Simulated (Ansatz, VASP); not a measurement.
# One calculation of GaSb, two programs

File INCAR:

```
SYSTEM = GaSb
PREC = Accurate ; ENCUT = 520
EDIFF = 1E-6 ; ISMEAR = 0
SIGMA = 0.1 ; LREAL = .FALSE.
LASPH = .TRUE. ; NELM = 80
ALGO = Normal ; ISIF = 2
LWAVE = .FALSE. ; LCHARG = .TRUE.
GGA = PE ; LELF = .TRUE.
LVHAR = .TRUE. ; NBANDS = 16
```

File KPOINTS:

```
Automatic mesh
0
G
  14 14 14
  0 0 0
```

Contents of POSCAR:

```
GaSb
1.0
    0.0000000000      2.5718518577      2.5718518577
    2.5718518577      0.0000000000      2.5718518577
    2.5718518577      2.5718518577      0.0000000000
Ga Sb
1 1
Direct
    0.0000000000      0.0000000000      0.0000000000
    0.5000000000      0.5000000000      0.5000000000
```

Input for Ansatz:

```yaml
crystal:
  lattice:
    - [0.0, 2.5718518577, 2.5718518577]
    - [2.5718518577, 0.0, 2.5718518577]
    - [2.5718518577, 2.5718518577, 0.0]
  atoms:
    - { symbol: Ga, position: [0.0, 0.0, 0.0] }
    - { symbol: Sb, position: [0.5, 0.5, 0.5] }
basis:
  ecutwfc: 420
kpoints:
  mp_grid: { grid: [14, 14, 14] }
hamiltonian:
  xc: pbe
scf:
  occupations: { method: gaussian, width: 0.1 }
output:
  forces: true
  stress: true
  eigenvalues: true
  populations: true
```

Alike in both runs: task single point; functional PBE; k mesh 14 × 14 × 14; occupations gaussian, width 0.1 eV; no spin polarisation.

|  | VASP | Ansatz |
| --- | --- | --- |
| version | VASP 6.6.1 | Ansatz 0.2.0 |
| potentials or method | VASP PAW PBE potentials, release 64 (Ga_d, Sb), cutoff 520 eV | scalar-relativistic, plane waves, PAW |
| valence electrons in the cell | 18 | 28 |

```csv
,VASP,Ansatz,Ansatz less VASP
gap on the k mesh at the Fermi level (eV),none,none,-
pressure (GPa),47.2,46.8,-0.41
```

A gap of «none» marks a metal or a gap that the smearing closes. Both programs put the cell under a high pressure, so it lies far from rest at this level. VASP's potentials hold 18 valence electrons a cell and Ansatz's 28, so a difference there can come from the potentials and not from the codes.

Spin-orbit coupling is off throughout.
